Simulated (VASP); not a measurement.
BAs: single point with LDA

BAs:

```
B As
1.0
     0.00000    2.48404    2.48404
     2.48404    0.00000    2.48404
     2.48404    2.48404    0.00000
B As
1 1
Cartesian
  0.0000 0.0000 0.0000
  3.7261 3.7261 3.7261
```

This cell differs from its parent crystal: strain +0.040 along x and y, +0.040 along z.

```json
{
  "Program": "VASP 6.6.1",
  "Task": "single point",
  "Functional": "LDA",
  "Potentials or basis": "VASP PAW LDA potentials, release 64 (B, As)",
  "Cutoff": "520 eV",
  "k mesh": "10 × 10 × 10",
  "Occupations": "gaussian, width 0.05 eV",
  "Spin": "no spin polarisation"
}
```

```yaml
Pressure: -15.4 GPa
Band_gap_on_the_k_mesh: 1.22 eV, indirect (least direct gap 3.11 eV)
```

Levels at points of the mesh, in eV from the valence-band top:
| k point | band 2 | band 3 | band 4 | band 5 | band 6 | band 7 |
| --- | --- | --- | --- | --- | --- | --- |
| (0.00, 0.00, 0.00) | 0.00 | 0.00 | 0.00 | 3.11 | 3.11 | 3.11 |
| (0.50, 0.00, 0.00) | -7.95 | -1.62 | -1.62 | 2.03 | 4.59 | 4.59 |
| (0.50, 0.50, 0.00) | -7.80 | -3.61 | -3.61 | 1.43 | 1.53 | 10.15 |

Run time: 8.8 s on 1 thread of Intel(R) Xeon(R) Platinum 8488C (Sapphire Rapids), on a shared host, peak memory 0.14 GiB.

Caveat: the cell differs from its parent crystal (strain +0.040 along x and y, +0.040 along z). A k mesh can miss the band edges.
